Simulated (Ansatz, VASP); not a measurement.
## One calculation of Nb3B5, two programs

```
CELL_PARAMETERS angstrom
5.40798 0.00000 0.00000
-2.70399 4.68345 0.00000
0.00000 0.00000 3.21523
ATOMIC_POSITIONS crystal
Nb 0.67538 0.67538 0.50000
Nb 0.32462 0.00000 0.50000
Nb 0.00000 0.32462 0.50000
B 0.00000 0.65515 0.00000
B 0.33333 0.66667 0.00000
B 0.34485 0.34485 0.00000
B 0.66667 0.33333 0.00000
B 0.65515 0.00000 0.00000
```

Alike in both runs: task relaxation of cell and atoms; functional PBE; k mesh 6 × 6 × 10; occupations gaussian, width 0.1 eV; no spin polarisation.

|  | VASP | Ansatz |
| --- | --- | --- |
| version | VASP 6.6.1 | Ansatz 0.2.0 |
| potentials or method | VASP PAW PBE potentials, release 64 (Nb_sv, B), cutoff 600 eV | scalar-relativistic, plane waves, PAW |
| valence electrons in the cell | 54 | 54 |

|  | VASP | Ansatz | Ansatz less VASP |
| --- | --- | --- | --- |
| gap on the k mesh at the Fermi level, each at its own relaxed structure (eV) | none | none | - |
| relaxed volume (Å³/atom) | 10.17 | 10.18 | +0.014 |
| relaxed cell length with the largest relative difference (Å) | 3.213 | 3.215 | +0.0019 |

A gap of «none» marks a metal or a gap that the smearing closes.
